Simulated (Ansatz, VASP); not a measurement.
**One calculation of ScAl4N, two programs**

The input INCAR:

```
SYSTEM = ScAl4N
ALGO = Normal
EDIFF = 1E-7
ENCUT = 520
GGA = PE
ISIF = 2
ISMEAR = 0
ISPIN = 2
LASPH = .TRUE.
LCHARG = .FALSE.
LMAXMIX = 4
LORBIT = 11
LREAL = .FALSE.
LWAVE = .FALSE.
MAGMOM = -0.18 0 0 0 0 0.96
NBANDS = 27
NELM = 150
PREC = Accurate
SIGMA = 0.1
```

The input KPOINTS:

```
k-points
0
G
  12 12 8
  0 0 0
```

Contents of POSCAR:

```
ScAl4N
1.0
    5.0915078401      0.0000000000      0.0000000000
   -2.5457539201      4.4093751331      0.0000000000
    0.0000000000      0.0000000000      5.1399285567
Sc Al N
1 4 1
Direct
    0.0000000000      0.0000000000      0.0000000000
    0.3333333333      0.6666666667      0.0000000000
    0.6680345873      0.8340172936      0.5000000000
    0.1659827064      0.8340172936      0.5000000000
    0.1659827064      0.3319654127      0.5000000000
    0.6666666667      0.3333333333      0.0000000000
```

Input for Ansatz:

```yaml
crystal:
  lattice:
    - [5.0915078401, 0.0, 0.0]
    - [-2.5457539201, 4.4093751331, 0.0]
    - [0.0, 0.0, 5.1399285567]
  atoms:
    - { symbol: Sc, position: [0.0, 0.0, 0.0], spin: -0.18 }
    - { symbol: Al, position: [0.3333333333, 0.6666666667, 0.0] }
    - { symbol: Al, position: [0.6680345873, 0.8340172936, 0.5] }
    - { symbol: Al, position: [0.1659827064, 0.8340172936, 0.5] }
    - { symbol: Al, position: [0.1659827064, 0.3319654127, 0.5] }
    - { symbol: "N", position: [0.6666666667, 0.3333333333, 0.0], spin: 0.96 }
basis:
  ecutwfc: 420
kpoints:
  mp_grid: { grid: [12, 12, 8] }
  band_path:
    path:
      - [[0.0, 0.0, 0.0], [0.5, 0.0, 0.0], [0.33333333, 0.33333333, 0.0], [0.0, 0.0, 0.0], [0.0, 0.0, 0.5], [0.5, 0.0, 0.5], [0.33333333, 0.33333333, 0.5], [0.0, 0.0, 0.5]]
      - [[0.5, 0.0, 0.5], [0.5, 0.0, 0.0]]
      - [[0.33333333, 0.33333333, 0.5], [0.33333333, 0.33333333, 0.0]]
    npoints: 14
hamiltonian:
  xc: pbe
scf:
  occupations: { method: gaussian, width: 0.1 }
  n_extra_bands: 15
output:
  forces: true
  stress: true
  eigenvalues: true
  populations: true
  dos: { projected: true, de: 0.02, nscf_kmesh: { grid: [15, 15, 10] } }
  bader: true
  write_density: true
  write_potential: true
  elf: true
  volumetric_format: npy
magnetization:
  spin_polarized: true
checkpoint:
  read: start.run
  write: ck
  compress: false
  write_wavefunctions: false
  write_every: 100000
```

Alike in both runs: task single point; functional PBE; k mesh 12 × 12 × 8; occupations gaussian, width 0.1 eV; collinear spin.

|  | VASP | Ansatz |
| --- | --- | --- |
| version | VASP 6.6.1 | Ansatz 0.2.0 |
| potentials or method | VASP PAW PBE potentials, release 64 (Sc_sv, Al, N), cutoff 520 eV | scalar-relativistic, plane waves, PAW |
| valence electrons in the cell | 28 | 28 |

```tsv
	VASP	Ansatz	Ansatz less VASP
gap on the k mesh at the Fermi level (eV)	none	none	-
pressure (GPa)	0.0	0.0	-0.01
net moment per atom (μB)	0.09	0.09	0.000
size of the moment on the site where the two differ most (μB)	0.63	0.87	+0.240
```

Site moments also hang on the region over which each program counts them. A gap of «none» marks a metal or a gap that the smearing closes. Ansatz's warnings: stability check not made.
